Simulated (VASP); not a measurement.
# FePt2 (P-6m2) in VASP: notebook, part 2 of 2

VASP 6.6.1. The steps go on from the part before.

## 4. Relaxation of cell and atoms, PBE, collinear spin, ferromagnetic start

INCAR

```
ALGO = Fast
EDIFF = 1E-6
EDIFFG = -0.04
ENCUT = 600
GGA = PE
IBRION = 2
ISIF = 3
ISMEAR = 0
ISPIN = 2
LASPH = T
LCHARG = F
LMAXMIX = 4
LORBIT = 11
LREAL = F
LWAVE = F
MAGMOM = 4 4 0 0 0 0
NELM = 150
NSW = 90
PREC = Accurate
SIGMA = 0.1
```

KPOINTS

```
k-points
0
Gamma
  6 6 2
```

POSCAR

```
FePt2
1.0
    3.5571282000      0.0000000000      0.0000000000
   -1.7785641000      3.0805633900      0.0000000000
    0.0000000000      0.0000000000      7.9454155700
Fe Pt
2 4
Direct
    0.3333333300      0.6666666700      0.3333333300
    0.3333333300      0.6666666700      0.6666666700
    0.3333333300      0.6666666700      0.0000000000
    0.6666666700      0.3333333300      0.1666666700
    0.6666666700      0.3333333300      0.5000000000
    0.6666666700      0.3333333300      0.8333333300
```

Potentials or basis: VASP PAW PBE potentials, release 64 (Fe, Pt).

Command:

```sh
$ cat potpaw_PBE.64/Fe/POTCAR potpaw_PBE.64/Pt/POTCAR > POTCAR
$ mpirun -np 1 vasp_std > vasp.out
```

OUTCAR:

```text
EDIFF = 1E-6
   EDIFFG = -0.04
   ENCUT = 600
   GGA = PE
   IBRION = 2
   ISIF = 3
   ISMEAR = 0
   ISPIN = 2
   LASPH = T
   LORBIT = 11
   LREAL = F
   NELM = 150
   NSW = 90
   PREC = Accurate

 ion  position               nearest neighbor table
   1  0.333  0.667  0.333-   4 2.44   4 2.44   5 2.44   5 2.44   4 2.44   5 2.44   3 2.65   2 2.65

   2  0.333  0.667  0.667-   6 2.44   6 2.44   5 2.44   5 2.44   6 2.44   5 2.44   3 2.65   1 2.65

   3  0.333  0.667  0.000-   4 2.44   6 2.44   4 2.44   6 2.44   4 2.44   6 2.44   1 2.65   2 2.65

   4  0.667  0.333  0.167-   1 2.44   1 2.44   3 2.44   3 2.44   1 2.44   3 2.44   5 2.65   6 2.65

   5  0.667  0.333  0.500-   1 2.44   2 2.44   1 2.44   2 2.44   1 2.44   2 2.44   4 2.65   6 2.65

   6  0.667  0.333  0.833-   2 2.44   2 2.44   3 2.44   3 2.44   2 2.44   3 2.44   5 2.65   4 2.65

  LATTYP: Found a hexagonal cell.
 ALAT       =     3.5571282000
 C/A-ratio  =     2.2336601672

  Lattice vectors:

 A1 = (   3.5571282000,   0.0000000000,   0.0000000000)
 A2 = (  -1.7785641000,   3.0805633900,   0.0000000000)
 A3 = (   0.0000000000,   0.0000000000,   7.9454155700)

Analysis of symmetry for initial positions (statically):
=====================================================================
 Subroutine PRICEL returns:
 Original cell was already a primitive cell.

 Routine SETGRP: Setting up the symmetry group for a
 hexagonal supercell.

 Subroutine GETGRP returns: Found 12 space group operations
 (whereof 12 operations were pure point group operations)
 out of a pool of 24 trial point group operations.

The static configuration has the point symmetry D_3h.

Analysis of symmetry for dynamics (positions and initial velocities):
=====================================================================
 Subroutine PRICEL returns:
 Original cell was already a primitive cell.

 Routine SETGRP: Setting up the symmetry group for a
 hexagonal supercell.

 Subroutine GETGRP returns: Found 12 space group operations
 (whereof 12 operations were pure point group operations)
 out of a pool of 24 trial point group operations.

The dynamic configuration has the point symmetry D_3h.

Analysis of structural, dynamic, and magnetic symmetry:
=====================================================================
 Subroutine PRICEL returns:
 Original cell was already a primitive cell.

 Routine SETGRP: Setting up the symmetry group for a
 hexagonal supercell.

 Subroutine GETGRP returns: Found 12 space group operations
 (whereof 12 operations were pure point group operations)
 out of a pool of 24 trial point group operations.

The overall configuration has the point symmetry D_3h.

 Subroutine INISYM returns: Found 12 space group operations
 (whereof 12 operations are pure point group operations),
 and found     1 'primitive' translations

----------------------------------------------------------------------------------------

                                     Primitive cell

  volume of cell :      87.0655

  direct lattice vectors                    reciprocal lattice vectors
[... 93 lines left out ...]
   TEBEG  =    0.0;   TEEND  =   0.0 temperature during run
   PSTRESS=    0.0 pullay stress
   NELECT =      56.0000    total number of electrons
   NUPDOWN=      -1.0000    fix difference up-down
   EMIN   =  10.00;   EMAX   =-10.00  energy-range for DOS
   EFERMI =   0.00;   METHOD = LEGACY
   ISMEAR =     0;   SIGMA  =   0.10  broadening in eV -4-tet -1-fermi 0-gaus
   EFERMI_NEDOS =   21; number of points for ismear=-14 and -15
   IALGO  =     68    algorithm
   IMIX   =      4    mixing-type and parameters
     AMIX     =   0.40;   BMIX     =  1.00
     AMIX_MAG =   1.60;   BMIX_MAG =  1.00
  volume/ion in A,a.u.               =      14.51        97.92
  Fermi-wavevector in a.u.,A,eV,Ry     =   1.413152  2.670469 27.170799  1.996997
  Thomas-Fermi vector in A             =   2.534827
   LORBIT       =     11    0 simple, 1 ext, 2 COOP (PROOUT), +10 PAW based schemes
   GGA     = PE    functional components
   LHFCALC =     F    Hartree Fock is set to
   AEXX    =    0.0000 exact exchange contribution
   IVDW    =     0    specifies the selected vdW correction
   LEPSILON=     F    determine dielectric tensor
   LRPA    =     F    only Hartree local field effects (RPA)
 conjugate gradient relaxation of ions
 spin polarized calculation
 RMM-DIIS sequential band-by-band and
 Gauss-broadening in eV      SIGMA  =   0.10
  energy-cutoff  :      600.00
  volume of cell :       87.07
 maximum number of plane-waves:      2928
   NGX = 15   NGY = 15   NGZ = 31

--------------------------------------- Ionic step        1  -------------------------------------------

 number of electron      55.9999996 magnetization       6.5476608

 Free energy of the ion-electron system (eV)
  ---------------------------------------------------
  ext. energy  EPLUGINS =         0.00000000
  ---------------------------------------------------
  free energy    TOTEN  =       -37.22948543 eV

  energy without entropy =      -37.19068272  energy(sigma->0) =      -37.21008408

------------------------ aborting loop because EDIFF is reached ----------------------------------------

  FORCE on cell =-STRESS in cart. coord.  units (eV):
  Direction    XX          YY          ZZ          XY          YZ          ZX
  --------------------------------------------------------------------------------------
  -------------------------------------------------------------------------------------
  Total       25.8096529     25.8096530     23.6472263      0.0000000      0.0000000      0.0000000
  in kB      474.9484359    474.9484372    435.1555280      0.0000000      0.0000000      0.0000000
  external PRESSURE =     461.6841337 kB  Pullay stress =       0.0000000 kB
[... 29 lines left out ...]
 number of electron      55.9999993 magnetization      10.5278782

 number of electron      55.9999994 magnetization       8.8877207

 E-fermi :   2.9352     XC(G=0):  -9.9018

 val. band max:        2.9269686527   @ k =   0.0000   0.0000   0.5000
 cond. band min:       2.9376304290   @ k =   0.0000   0.0000   0.0000
 fundamental gap:      0.0106617762
 Fermi energy:         2.9352069457

 spin component 1

 k-point     1 :       0.0000    0.0000    0.0000
  band No.  band energies     occupation
      1      -3.0367      1.00000
      2      -1.1979      1.00000
      3      -1.1570      1.00000
      4      -1.0080      1.00000
      5      -0.9199      1.00000
      6      -0.9199      1.00000
[... 1185 lines left out ...]
  FREE ENERGIE OF THE ION-ELECTRON SYSTEM (eV)
  ---------------------------------------------------
  free  energy   TOTEN  =       -39.6566766661 eV

  energy  without entropy=      -39.6301179668  energy(sigma->0) =      -39.64339732

[... ionic steps 4 to 8 ...]

--------------------------------------- Ionic step        9  -------------------------------------------

 number of electron      56.0000005 magnetization       8.1591031

------------------------ aborting loop because EDIFF is reached ----------------------------------------
[... 75 lines left out ...]
--------------------------------------- Ionic step       11  -------------------------------------------

 number of electron      56.0000004 magnetization       8.1277464

 Free energy of the ion-electron system (eV)
  ---------------------------------------------------
  ext. energy  EPLUGINS =         0.00000000
  ---------------------------------------------------
  free energy    TOTEN  =       -39.80539269 eV

  energy without entropy =      -39.77959118  energy(sigma->0) =      -39.79249193

 E-fermi :   6.6511     XC(G=0): -11.7351

 val. band max:        6.6496951210   @ k =   0.3333   0.3333   0.0000
 cond. band min:       6.6591883030   @ k =   0.1667  -0.0000   0.0000
 fundamental gap:      0.0094931819
 Fermi energy:         6.6510644912

 spin component 1

 k-point     1 :       0.0000    0.0000    0.0000
  band No.  band energies     occupation
      1      -1.6606      1.00000
      2       0.6736      1.00000
      3       1.0067      1.00000
      4       1.1236      1.00000
      5       1.4771      1.00000
      6       1.4771      1.00000
[... 1145 lines left out ...]
  FREE ENERGIE OF THE ION-ELECTRON SYSTEM (eV)
  ---------------------------------------------------
  free  energy   TOTEN  =       -39.8053926858 eV

  energy  without entropy=      -39.7795911825  energy(sigma->0) =      -39.79249193

 reached required accuracy - stopping structural energy minimisation

 total charge

# of ion       s       p       d       tot
------------------------------------------
    1        0.429   0.419   6.045   6.893
    2        0.429   0.419   6.045   6.893
    3        0.684   0.506   8.077   9.267
    4        0.734   0.527   8.053   9.314
    5        0.770   0.486   8.066   9.322
    6        0.734   0.527   8.053   9.314
--------------------------------------------------
tot          3.779   2.884  44.340  51.003

 magnetization (x)

# of ion       s       p       d       tot
------------------------------------------
    1        0.013   0.014   3.191   3.218
    2        0.013   0.014   3.191   3.218
    3       -0.012   0.001   0.274   0.264
    4       -0.017  -0.022   0.412   0.373
    5       -0.004  -0.027   0.536   0.505
    6       -0.017  -0.022   0.412   0.373
--------------------------------------------------
tot         -0.022  -0.042   8.018   7.953
```

Run time: 9.6 min. Hardware: 1 thread of AMD EPYC 9R45 (Zen 5), shared host; peak memory 0.28 GiB.

What came out:

* Free energy: -39.8054 eV
* Relaxed volume: 17.66 Å³/atom
* Relaxed cell: a = 3.875 Å, b = 3.875 Å, c = 8.148 Å, α = 90.00°, β = 90.00°, γ = 120.00°
* Space group after relaxing (to 0.1 Å): P-6m2 (No. 187)
* Energy gained by relaxing: 429.3 meV/atom
* Ionic steps: 11
* Pressure after relaxing: 0.1 GPa
* Largest force after relaxing: 0.028 eV/Å
* Net moment: 8.13 μB per cell
* Site moments: Fe +3.22; Pt +0.26, +0.37, +0.51 (each value once) μB
* Valence electrons inside the program's atomic spheres: Fe 6.89; Pt 9.27, 9.31, 9.32 (each value once)

Forces in eV/Å, atoms in the order of the input:
```
Fe   0.000  0.000 -0.003
Fe   0.000  0.000  0.003
Pt   0.000  0.000  0.000
Pt   0.000  0.000 -0.028
Pt   0.000  0.000  0.000
Pt   0.000  0.000  0.028
```

The path:
| step | energy change (eV) | largest force (eV/Å) | pressure (GPa) | volume (Å³) |
| --- | --- | --- | --- | --- |
| 1 | 0.0000 | 3.5847 | 46.17 | 87.07 |
| 2 | 2.1911 | 0.6870 | -22.57 | 151.09 |
| 3 | -2.4272 | 0.5901 | -4.29 | 107.94 |
| 4 | -2.4549 | 0.6644 | -1.84 | 106.09 |
| 5 | -2.4574 | 0.7016 | -0.71 | 105.32 |
| 6 | -2.5614 | 0.1056 | 1.00 | 104.86 |
| 7 | -2.5637 | 0.1781 | 1.37 | 104.77 |
| 8 | -2.5685 | 0.1997 | -1.17 | 106.74 |
| 9 | -2.5706 | 0.1936 | -0.29 | 106.03 |
| 10 | -2.5742 | 0.1164 | -0.18 | 106.01 |
| 11 | -2.5759 | 0.0284 | 0.06 | 105.98 |

Final structure:
```
Fe Pt
1.0
     3.87546    0.00000    0.00000
    -1.93773    3.35625    0.00000
     0.00000    0.00000    8.14752
Fe Pt
2 4
Direct
  0.33333 0.66667 0.33007
  0.33333 0.66667 0.66993
  0.33333 0.66667 0.00000
  0.66667 0.33333 0.17789
  0.66667 0.33333 0.50000
  0.66667 0.33333 0.82211
```

Levels at points of the mesh, in eV from the Fermi level:
Spin up:
| k point | band 28 | band 29 | band 30 | band 31 | band 32 | band 33 | band 34 | band 35 | band 36 | band 37 |
| --- | --- | --- | --- | --- | --- | --- | --- | --- | --- | --- |
| (0.00, 0.00, 0.00) | -0.85 | -0.34 | -0.29 | -0.29 | 0.05 | 0.05 | 4.69 | 5.69 | 7.74 | 7.74 |
| (0.50, 0.00, 0.00) | -1.12 | -0.85 | -0.78 | -0.32 | -0.09 | 0.15 | 0.54 | 1.81 | 1.86 | 3.12 |
| (0.00, 0.00, 0.50) | -0.90 | -0.14 | -0.14 | 0.03 | 0.03 | 0.89 | 2.48 | 8.39 | 8.39 | 9.29 |
| (0.50, 0.00, 0.50) | -1.00 | -0.79 | -0.55 | -0.35 | -0.09 | 0.25 | 0.43 | 2.04 | 2.28 | 5.00 |
Spin down:
| k point | band 22 | band 23 | band 24 | band 25 | band 26 | band 27 |
| --- | --- | --- | --- | --- | --- | --- |
| (0.00, 0.00, 0.00) | 0.07 | 0.07 | 0.72 | 0.72 | 0.77 | 0.80 |
| (0.50, 0.00, 0.00) | -0.77 | -0.75 | -0.64 | 0.22 | 0.35 | 0.70 |
| (0.00, 0.00, 0.50) | -0.53 | -0.53 | -0.12 | 0.90 | 0.90 | 1.15 |
| (0.50, 0.00, 0.50) | -0.59 | -0.34 | -0.30 | 0.33 | 0.53 | 0.57 |

Caveat: the k points lie up to 0.39 Å⁻¹ apart in the final cell; the volume moved by over 15 % at a fixed basis, so the end points are rough; spin-orbit coupling is left out, which moves the levels of the heavy elements.

## 5. Summary

```tsv
task	cell	cutoff (eV)	gap on the mesh (eV)	pressure (GPa)	moment (μB)	largest force (eV/Å)
single point	a = 3.557, b = 3.557, c = 7.945 Å, angles 90.0, 90.0, 120.0°, 6 atoms, atomic positions A	520	none	46.1	6.55	3.58
single point	a = 3.877, b = 3.877, c = 8.159 Å, angles 90.0, 90.0, 120.0°, 6 atoms, atomic positions B	520	none	-0.3	8.16	0.01
relaxation of cell and atoms	relaxed from a = 3.557, b = 3.557, c = 7.945 Å, angles 90.0, 90.0, 120.0°, 6 atoms, atomic positions A	600	none	0.1	8.13	0.03
```

Alike in all rows: level PBE; potentials or basis VASP PAW PBE potentials, release 64 (Fe, Pt); spin collinear, ferromagnetic start; k mesh 6 × 6 × 2; smearing gaussian 0.1 eV.

Caveats: all runs use coarse meshes; spin-orbit coupling is left out, which moves the levels of the heavy elements; forces of over 1 eV/Å act on the atoms, so gaps and moduli don't describe the material at rest (at least some runs); the volume moved by over 15 % at a fixed basis, so the end points are rough (at least some runs).

Total energies depend on the potentials used, so only differences within one code and one set of settings carry meaning.
